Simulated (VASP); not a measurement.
# W: relaxation of cell and atoms with PBE

Crystal: W.

```
CELL_PARAMETERS angstrom
-1.59218 1.59218 1.59218
1.59218 -1.59218 1.59218
1.59218 1.59218 -1.59218
ATOMIC_POSITIONS crystal
W 0.00000 0.00000 0.00000
```

| Property | Result |
| --- | --- |
| Program | VASP 6.6.1 |
| Task | relaxation of cell and atoms |
| Functional | PBE |
| Potentials or basis | VASP PAW PBE potentials, release 64 (W_sv) |
| Cutoff | 600 eV |
| k mesh | 19 × 19 × 19 |
| Occupations | fermi-dirac, width 0.1 eV |
| Spin | no spin polarisation |
| Dipole correction | no |
| Further INCAR settings | ALGO = Normal; EDIFF = 1e-07; IBRION = 2; EDIFFG = -0.005; NSW = 60; ISIF = 3 |

```
Relaxed volume                        : 16.16 Å³/atom
Relaxed cell                          : a = 2.759 Å, b = 2.759 Å, c = 2.759 Å, α = 109.47°, β = 109.47°, γ = 109.47°
Space group after relaxing (to 0.1 Å) : Im-3m (No. 229)
Energy gained by relaxing             : 0.0 meV/atom
Ionic steps                           : 3
Pressure after relaxing               : 0.0 GPa
Band gap on the k mesh                : zero (bands 7 and 8 overlap by 5.89 eV)
```

Final structure:
```
CELL_PARAMETERS angstrom
-1.59273 1.59273 1.59273
1.59273 -1.59273 1.59273
1.59273 1.59273 -1.59273
ATOMIC_POSITIONS crystal
W 0.00000 0.00000 0.00000
```

Levels at points of the mesh, in eV from the Fermi level:
| k point | band 4 | band 5 | band 6 | band 7 | band 8 | band 9 | band 10 | band 11 |
| --- | --- | --- | --- | --- | --- | --- | --- | --- |
| (0.00, 0.00, 0.00) | -37.77 | -9.50 | -1.17 | -1.17 | -1.17 | 2.24 | 2.24 | 14.50 |

It took 26 s on 1 thread of Intel(R) Xeon(R) 6975P-C (Granite Rapids) (shared host), peak memory 0.18 GiB.

Caveat: spin-orbit coupling is left out, which moves the levels of the heavy elements.
